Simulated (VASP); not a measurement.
# ZnS (R3m) in VASP: single point with PBEsol

Aim: the single point of ZnS with PBEsol.

Program: VASP 6.6.1. These are calculated values, not measurements. Logs are shortened: lines on timing, memory, paths and dates and some standing lists are left out, and cuts for length are marked.

### 1 The cell of the first run

Symmetry: R3m, No. 160, trigonal system. The conventional cell has a = 3.784 Å, b = 3.784 Å, c = 27.899 Å, α = 90.00°, β = 90.00°, γ = 120.00°. Within 3.1 Å of Zn (site symmetry 3m) lie 4 S at 2.32 Å. Zn (site symmetry 3m) has 4 S at 2.32 Å within 3.1 Å. Zn (site symmetry 3m) has 4 S at 2.32 Å within 3.1 Å. S (site symmetry 3m) has 4 Zn at 2.32 Å within 3.1 Å. Within 3.1 Å of S (site symmetry 3m) lie 4 Zn at 2.32 Å. S (site symmetry 3m) has 4 Zn at 2.32 Å within 3.1 Å.

### 2 Single point, PBEsol

The input, INCAR:

```
PREC = Accurate
ENCUT = 520
EDIFF = 1E-7
ISMEAR = 0
SIGMA = 0.02
LREAL = F
LASPH = T
NELM = 100
ALGO = Normal
ISIF = 2
LWAVE = F
LCHARG = F
GGA = PS
NBANDS = 36
```

The input, KPOINTS:

```
Automatic mesh
0
Gamma
  12 12 12
```

The input, POSCAR:

```
ZnS
1.0
    1.8917825808      1.0922211823      9.2996278487
   -1.8917825808      1.0922211823      9.2996278487
    0.0000000000     -2.1844423645      9.2996278487
Zn S
3 3
Direct
    0.9999832654      0.9999832654      0.9999832654
    0.2222943579      0.2222943579      0.2222943579
    0.4445703886      0.4445703886      0.4445703886
    0.0832616227      0.0832616227      0.0832616227
    0.5278246719      0.5278246719      0.5278246719
    0.3053916936      0.3053916936      0.3053916936
```

Potentials or basis: VASP PAW PBE potentials, release 64 (Zn, S).

Launch:

```sh
> cat potpaw_PBE.64/Zn/POTCAR potpaw_PBE.64/S/POTCAR > POTCAR
> mpirun -np 1 vasp_std > vasp.out
```

OUTCAR:

```text
PREC = Accurate
   ENCUT = 520
   EDIFF = 1E-7
   ISMEAR = 0
   LREAL = F
   LASPH = T
   NELM = 100
   ISIF = 2
   GGA = PS

 ion  position               nearest neighbor table
   1  1.000  1.000  1.000-   6 2.32   6 2.32   6 2.32   4 2.32
   2  0.222  0.222  0.222-   5 2.32   5 2.32   5 2.32   6 2.32
   3  0.445  0.445  0.445-   4 2.32   4 2.32   4 2.32   5 2.32
   4  0.083  0.083  0.083-   3 2.32   3 2.32   3 2.32   1 2.32
   5  0.528  0.528  0.528-   2 2.32   2 2.32   2 2.32   3 2.32
   6  0.305  0.305  0.305-   2 2.32   1 2.32   1 2.32   1 2.32

  LATTYP: Found a trigonal (rhomboedric) cell.
 ALAT       =     9.5527413117
 COS(alpha) =     0.9215638252

  Lattice vectors:

 A1 = (   1.8917825808,   1.0922211823,   9.2996278487)
 A2 = (  -1.8917825808,   1.0922211823,   9.2996278487)
 A3 = (   0.0000000000,  -2.1844423645,   9.2996278487)

Analysis of symmetry for initial positions (statically):
=====================================================================
 Subroutine PRICEL returns:
 Original cell was already a primitive cell.

 Routine SETGRP: Setting up the symmetry group for a
 trigonal (rhombohedral) supercell.

 Subroutine GETGRP returns: Found  6 space group operations
 (whereof  6 operations were pure point group operations)
 out of a pool of 12 trial point group operations.

The static configuration has the point symmetry C_3v.

Analysis of symmetry for dynamics (positions and initial velocities):
=====================================================================
 Subroutine PRICEL returns:
 Original cell was already a primitive cell.

 Routine SETGRP: Setting up the symmetry group for a
 trigonal (rhombohedral) supercell.

 Subroutine GETGRP returns: Found  6 space group operations
 (whereof  6 operations were pure point group operations)
 out of a pool of 12 trial point group operations.

The dynamic configuration has the point symmetry C_3v.

 Subroutine INISYM returns: Found  6 space group operations
 (whereof  6 operations are pure point group operations),
 and found     1 'primitive' translations

----------------------------------------------------------------------------------------

                                     Primitive cell

  volume of cell :     115.2919

  direct lattice vectors                    reciprocal lattice vectors
     1.891782581  1.092221182  9.299627849     0.264300985  0.152594245  0.035843728
    -1.891782581  1.092221182  9.299627849    -0.264300985  0.152594245  0.035843728
     0.000000000 -2.184442365  9.299627849     0.000000000 -0.305188490  0.035843728

  length of vectors
     9.552741312  9.552741312  9.552741312     0.307286165  0.307286165  0.307286165

  position of ions in fractional coordinates (direct lattice)
     0.999983265  0.999983265  0.999983265
     0.222294358  0.222294358  0.222294358
     0.444570389  0.444570389  0.444570389
     0.083261623  0.083261623  0.083261623
     0.527824672  0.527824672  0.527824672
     0.305391694  0.305391694  0.305391694

  ion indices of the primitive-cell ions
   primitive index   ion index
                 1           1
                 2           2
                 3           3
                 4           4
                 5           5
                 6           6

----------------------------------------------------------------------------------------

 KPOINTS: Automatic mesh

Automatic generation of k-mesh.
 Grid dimensions read from file:
 generate k-points for:   12   12   12

 Generating k-lattice:

  Cartesian coordinates                     Fractional coordinates (reciprocal lattice)
     0.022025082  0.012716187  0.002986977     0.083333333 -0.000000000  0.000000000
    -0.022025082  0.012716187  0.002986977    -0.000000000  0.083333333  0.000000000
     0.000000000 -0.025432374  0.002986977     0.000000000  0.000000000  0.083333333

  Length of vectors
     0.025607180  0.025607180  0.025607180

  Shift w.r.t. Gamma in fractional coordinates (k-lattice)
     0.000000000  0.000000000  0.000000000

 Subroutine IBZKPT returns following result:
 ===========================================

 Found    189 irreducible k-points:

 Following reciprocal coordinates:
            Coordinates               Weight
  0.000000  0.000000  0.000000      1.000000
  0.083333 -0.000000  0.000000      6.000000
  0.166667 -0.000000  0.000000      6.000000
  0.250000 -0.000000  0.000000      6.000000
  0.333333 -0.000000  0.000000      6.000000
  0.416667 -0.000000 -0.000000      6.000000
[... 16 lines left out ...]
  0.500000  0.166667  0.000000     12.000000
 -0.416667  0.166667  0.000000     12.000000
 [... further k-points ...]
   k-points           NKPTS =    189   k-points in BZ     NKDIM =    189   number of bands    NBANDS=     36
   number of dos      NEDOS =    301   number of ions     NIONS =      6
   total plane-waves  NPLWV = 373248
   dimension x,y,z NGX =    72 NGY =   72 NGZ =   72
   dimension x,y,z NGXF=   144 NGYF=  144 NGZF=  144
   ions per type =               3   3
   NGX,Y,Z   is equivalent  to a cutoff of  12.53, 12.53, 12.53 a.u.
   NGXF,Y,Z  is equivalent  to a cutoff of  25.06, 25.06, 25.06 a.u.
 SYSTEM =  unknown system
   PREC   = accura    normal or accurate (medium, high low for compatibility)
   ISTART =      0    job   : 0-new  1-cont  2-samecut
   ICHARG =      2    charge: 1-file 2-atom 10-const
   ISPIN  =      1    spin polarized calculation?
   LNONCOLLINEAR =      F non collinear calculations
   LSORBIT =      F    spin-orbit coupling
   LASPH  =      T    aspherical Exc in radial PAW
   ENCUT  =  520.0 eV  38.22 Ry    6.18 a.u.  17.76 17.76 17.76*2*pi/ulx,y,z
   NELM   =    100;   NELMIN=  2; NELMDL= -5     # of ELM steps
   EDIFF  = 0.1E-06   stopping-criterion for ELM
   LREAL  =      F    real-space projection
   EDIFFG = 0.1E-05   stopping-criterion for IOM
   NSW    =      0    number of steps for IOM
   IBRION =     -1    ionic relax: 0-MD 1-quasi-New 2-CG
   NFREE  =      0    steps in history (QN), initial steepest desc. (CG)
   ISIF   =      2    stress and relaxation
   ISYM   =      2    0-nonsym 1-usesym 2-fastsym
   POTIM  = 0.5000    time-step for ionic-motion
   TEBEG  =    0.0;   TEEND  =   0.0 temperature during run
   PSTRESS=    0.0 pullay stress
   NELECT =      54.0000    total number of electrons
   NUPDOWN=      -1.0000    fix difference up-down
   EMIN   =  10.00;   EMAX   =-10.00  energy-range for DOS
   EFERMI =   0.00;   METHOD = LEGACY
   ISMEAR =     0;   SIGMA  =   0.02  broadening in eV -4-tet -1-fermi 0-gaus
   EFERMI_NEDOS =   21; number of points for ismear=-14 and -15
   IALGO  =     38    algorithm
   IMIX   =      4    mixing-type and parameters
     AMIX     =   0.40;   BMIX     =  1.00
     AMIX_MAG =   1.60;   BMIX_MAG =  1.00
  volume/ion in A,a.u.               =      19.22       129.67
  Fermi-wavevector in a.u.,A,eV,Ry     =   1.271374  2.402548 21.992334  1.616391
  Thomas-Fermi vector in A             =   2.404310
   LORBIT       =      0    0 simple, 1 ext, 2 COOP (PROOUT), +10 PAW based schemes
   GGA     = PS    functional components
   LHFCALC =     F    Hartree Fock is set to
   AEXX    =    0.0000 exact exchange contribution
   IVDW    =     0    specifies the selected vdW correction
   LEPSILON=     F    determine dielectric tensor
   LRPA    =     F    only Hartree local field effects (RPA)
 non-spin polarized calculation
 Gauss-broadening in eV      SIGMA  =   0.02
  energy-cutoff  :      520.00
  volume of cell :      115.29
 maximum number of plane-waves:      3126
   NGX = 35   NGY = 35   NGZ = 35

 number of electron      53.9999975 magnetization

 Free energy of the ion-electron system (eV)
  ---------------------------------------------------
  ext. energy  EPLUGINS =         0.00000000
  ---------------------------------------------------
  free energy    TOTEN  =       -22.75685913 eV

  energy without entropy =      -22.75685913  energy(sigma->0) =      -22.75685913

 E-fermi :   2.3623     XC(G=0):  -9.9688

 val. band max:        2.2761354891   @ k =   0.0000   0.0000   0.0000
 cond. band min:       4.4153209183   @ k =   0.0000   0.0000   0.0000
 fundamental gap:      2.1391854292
 Fermi energy:         2.3622779654

 k-point     1 :       0.0000    0.0000    0.0000
  band No.  band energies     occupation
      1     -11.0862      2.00000
      2     -10.3811      2.00000
      3     -10.3714      2.00000
      4      -4.2116      2.00000
      5      -4.2015      2.00000
      6      -4.2015      2.00000
[... 28 lines left out ...]
     35       9.1017      0.00000
     36       9.5349      0.00000

 k-point     2 :       0.0833   -0.0000    0.0000
  band No.  band energies     occupation
      1     -11.0356      2.00000
      2     -10.3675      2.00000
      3     -10.3136      2.00000
      4      -4.2088      2.00000
      5      -4.1999      2.00000
      6      -4.1914      2.00000
[... 28 lines left out ...]
     35       9.2081      0.00000
     36       9.3186      0.00000

 k-point     3 :       0.1667   -0.0000    0.0000
  band No.  band energies     occupation
      1     -10.8904      2.00000
      2     -10.2893      2.00000
      3     -10.1934      2.00000
      4      -4.2224      2.00000
      5      -4.1852      2.00000
      6      -4.1650      2.00000
[... 28 lines left out ...]
     35       9.1674      0.00000
     36       9.8996      0.00000

 k-point     4 :       0.2500   -0.0000    0.0000
  band No.  band energies     occupation
      1     -10.6722      2.00000
      2     -10.1608      2.00000
      3     -10.0444      2.00000
      4      -4.2388      2.00000
      5      -4.1950      2.00000
      6      -4.1409      2.00000
[... 28 lines left out ...]
     35       9.5933      0.00000
     36      10.0625      0.00000

 k-point     5 :       0.3333   -0.0000    0.0000
  band No.  band energies     occupation
      1     -10.4204      2.00000
      2     -10.0156      2.00000
      3      -9.9105      2.00000
      4      -4.2470      2.00000
      5      -4.1942      2.00000
      6      -4.1172      2.00000
[... 655 lines left out ...]
 k-point    22 :       0.4167    0.1667    0.0000
  band No.  band energies     occupation
      1     -10.3069      2.00000
      2     -10.0139      2.00000
      3      -9.8294      2.00000
      4      -4.1889      2.00000
      5      -4.1465      2.00000
      6      -4.1220      2.00000
[... 28 lines left out ...]
     35       9.7256      0.00000
     36       9.9957      0.00000

 k-point    23 :       0.5000    0.1667    0.0000
  band No.  band energies     occupation
      1     -10.1030      2.00000
      2      -9.8977      2.00000
      3      -9.7873      2.00000
      4      -4.1807      2.00000
      5      -4.1490      2.00000
      6      -4.0823      2.00000
[... 28 lines left out ...]
     35      10.2096      0.00000
     36      10.4087      0.00000

 k-point    24 :      -0.4167    0.1667    0.0000
  band No.  band energies     occupation
      1     -10.0137      2.00000
      2      -9.8373      2.00000
      3      -9.7998      2.00000
      4      -4.1791      2.00000
      5      -4.1438      2.00000
      6      -4.0698      2.00000
[... 28 lines left out ...]
     35      10.2748      0.00000
     36      10.8010      0.00000

 [... further k-points ...]

------------------------ aborting loop because EDIFF is reached ----------------------------------------

  FORCE on cell =-STRESS in cart. coord.  units (eV):
  Direction    XX          YY          ZZ          XY          YZ          ZX
  --------------------------------------------------------------------------------------
  -------------------------------------------------------------------------------------
  Total        0.1456959      0.1456959      0.1506707      0.0000000      0.0000000     -0.0000000
  in kB        2.0246937      2.0246937      2.0938267      0.0000000      0.0000000     -0.0000000
  external PRESSURE =       2.0477380 kB  Pullay stress =       0.0000000 kB

 VOLUME and BASIS-vectors are now :
 -----------------------------------------------------------------------------
  energy-cutoff  :      520.00
  volume of cell :      115.29
      direct lattice vectors                 reciprocal lattice vectors
     1.891782581  1.092221182  9.299627849     0.264300985  0.152594245  0.035843728
    -1.891782581  1.092221182  9.299627849    -0.264300985  0.152594245  0.035843728
     0.000000000 -2.184442365  9.299627849     0.000000000 -0.305188490  0.035843728

 POSITION                                       TOTAL-FORCE (eV/Angst)
 -----------------------------------------------------------------------------------
      0.00000      0.00000     27.89842         0.000000     -0.000000     -0.000107
      0.00000      0.00000      6.20176         0.000000      0.000000      0.000507
      0.00000      0.00000     12.40302         0.000000      0.000000      0.001066
      0.00000      0.00000      2.32291         0.000000     -0.000000     -0.000569
      0.00000      0.00000     14.72572         0.000000     -0.000000     -0.000930
      0.00000      0.00000      8.52009         0.000000      0.000000      0.000034
 -----------------------------------------------------------------------------------
    total drift:                                0.000000     -0.000000      0.000203

  FREE ENERGIE OF THE ION-ELECTRON SYSTEM (eV)
  ---------------------------------------------------
  free  energy   TOTEN  =       -22.7568591286 eV

  energy  without entropy=      -22.7568591286  energy(sigma->0) =      -22.75685913
```

Wall time 69 min (1 thread of Intel Xeon Platinum 8488C (Sapphire Rapids), shared host); peak memory 1.1 GiB.

What came out:

```yaml
Free_energy: -22.7569 eV
Pressure: 0.2 GPa
Band_gap_on_the_k_mesh: 2.14 eV
```

Caveat: the PAW data sets were made with another functional, which shifts forces and pressure a little. A k mesh can miss the band edges.
